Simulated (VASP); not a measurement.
# Al2Cu: single point with PBE

Al2Cu:

```xyz
6
Lattice="1.4250 -6.7396 0.0000 1.4250 6.7396 0.0000 0.0000 0.0000 4.6234" Properties=species:S:1:pos:R:3 pbc="T T T"
Al    1.4250    3.0585    3.4675
Al    1.4250   -6.0166    3.4675
Al    1.4250   -3.0585    1.1558
Al    1.4250    6.0166    1.1558
Cu    1.4250   -1.5166    3.4675
Cu    1.4250    1.5166    1.1558
```

```json
{
 "Program": "VASP 6.6.1",
 "Task": "single point",
 "Functional": "PBE",
 "Potentials or basis": "VASP PAW PBE potentials, release 64 (Al, Cu)",
 "Cutoff": "520 eV",
 "k mesh": "14 × 14 × 8",
 "Occupations": "gaussian, width 0.1 eV",
 "Spin": "no spin polarisation",
 "Dipole correction": "no",
 "Further INCAR settings": "ALGO = Fast; EDIFF = 1e-06; NBANDS = 26"
}
```

| Property | Result |
| --- | --- |
| Pressure | 0.2 GPa |
| Largest force | 0.008 eV/Å |
| Band gap on the k mesh | zero (bands 17 and 18 overlap by 5.02 eV) |

Forces in eV/Å, atoms in the order of the input:
```
Al   0.000 -0.008  0.000
Al   0.000  0.003  0.000
Al   0.000  0.008  0.000
Al   0.000 -0.003  0.000
Cu   0.000  0.008  0.000
Cu   0.000 -0.008  0.000
```

Stress tensor (GPa, compression positive):
```
0.13 0.00 0.00
0.00 0.25 0.00
0.00 0.00 0.13
```

Levels at points of the mesh, in eV from the Fermi level:
```tsv
k point	band 13	band 14	band 15	band 16	band 17	band 18	band 19	band 20	band 21	band 22
(0.00, 0.00, 0.00)	-3.25	-3.23	-2.05	-0.97	-0.57	-0.17	-0.17	1.92	3.53	6.48
(0.50, 0.00, 0.00)	-2.48	-2.44	-1.39	-0.70	0.45	0.74	0.96	1.63	1.79	2.01
(0.50, 0.50, 0.00)	-3.23	-2.76	-2.63	-2.30	-2.06	-1.49	2.76	2.86	3.89	4.11
(0.00, 0.00, 0.50)	-3.25	-3.25	-3.22	-3.22	3.36	3.36	3.85	3.85	4.94	4.94
(0.50, 0.00, 0.50)	-3.11	-3.11	-2.51	-2.51	-1.03	-1.03	0.65	0.65	0.97	0.97
(0.50, 0.50, 0.50)	-3.26	-3.26	-2.51	-2.51	-0.24	-0.24	4.66	4.66	5.73	5.73
```

Wall time 47 min on 1 thread of Intel Xeon 8259CL, on a shared host, peak memory 0.72 GiB.
